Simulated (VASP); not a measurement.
Input of a VASP 6.6.1 run:

Contents of INCAR:

```
SYSTEM = CuO
ALGO = Fast ; EDIFF = 1E-6
ENCUT = 520 ; GGA = PS
ISIF = 2 ; ISMEAR = -5
LASPH = .True. ; LCHARG = .False.
LREAL = .False. ; LWAVE = .False.
NBANDS = 25 ; NELM = 60
PREC = Accurate ; SIGMA = 0.1
```

File KPOINTS:

```
k-points
0
Gamma
  16 16 8
  0 0 0
```

The input POSCAR:

```
CuO
1.0
    2.3446500000     -1.7134000000      0.0000000000
    2.3446500000      1.7134000000      0.0000000000
   -0.8605500000      0.0000000000      5.0594400000
Cu O
2 2
Direct
    0.0032000000      0.4968000000      0.0000000000
    0.4968000000      0.0032000000      0.5000000000
    0.5714000000      0.4056000000      0.2537000000
    0.4056000000      0.5714000000      0.7537000000
```

Potentials or basis: VASP PAW PBE potentials, release 64 (Cu, O).

Command:

```console
$ cat potpaw_PBE.64/Cu/POTCAR potpaw_PBE.64/O/POTCAR > POTCAR
$ mpirun -np 1 vasp_std > vasp.out
```

(1) Estimate the largest force.

(2) Estimate the pressure.

(3) Estimate the band gap on the k mesh.

Answers

(1) 0.746 eV/Å.

(2) -2.0 GPa.

(3) zero (bands 17 and 18 overlap by 0.73 eV).

Caveat: the PAW data sets were made with another functional, which shifts forces and pressure a little; semilocal functionals often make such compounds metallic where correlation or magnetic order opens a gap, which also shifts bond lengths; tetrahedron occupations give inexact forces and stress in metals.
